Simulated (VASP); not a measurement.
TaH3Br2:

```
Ta H Br
1.0
     3.45780    0.00000    0.00000
     0.00000    3.45780    0.00000
     0.00000    0.00000   10.94916
Ta H Br
1 3 2
Direct
  0.00000 0.00000 0.00000
  0.50000 0.50000 0.17872
  0.50000 0.50000 0.50000
  0.50000 0.50000 0.82128
  0.00000 0.00000 0.33344
  0.00000 0.00000 0.66656
```

Base run:

| Property | Result |
| --- | --- |
| Program | VASP 6.6.1 |
| Functional | PBE |
| Potentials or basis | VASP PAW PBE potentials, release 64 (Ta_pv, H, Br) |
| Cutoff | 520 eV |
| k mesh | 6 × 6 × 2 |
| Occupations | gaussian, width 0.1 eV |
| Spin | collinear spin, ferromagnetic start |
| Starting moments | [1.0, 0.0, 0.0, 0.0, 0.0, 0.0] μB |

Its results: pressure -13.3 GPa; largest force 1.384 eV/Å.

Question: The run is repeated on the same cell with these changes: spin from collinear spin, ferromagnetic start to no spin polarisation; further incar settings from ALGO = Normal; EDIFF = 1e-06; NBANDS = 27 to ALGO = Normal; EDIFF = 1e-06; NBANDS = 23. What comes out?

Answer: Pressure -13.8 GPa; largest force 1.403 eV/Å.

Caveats: forces of over 1 eV/Å act on the atoms, so gaps and moduli don't describe the material at rest.
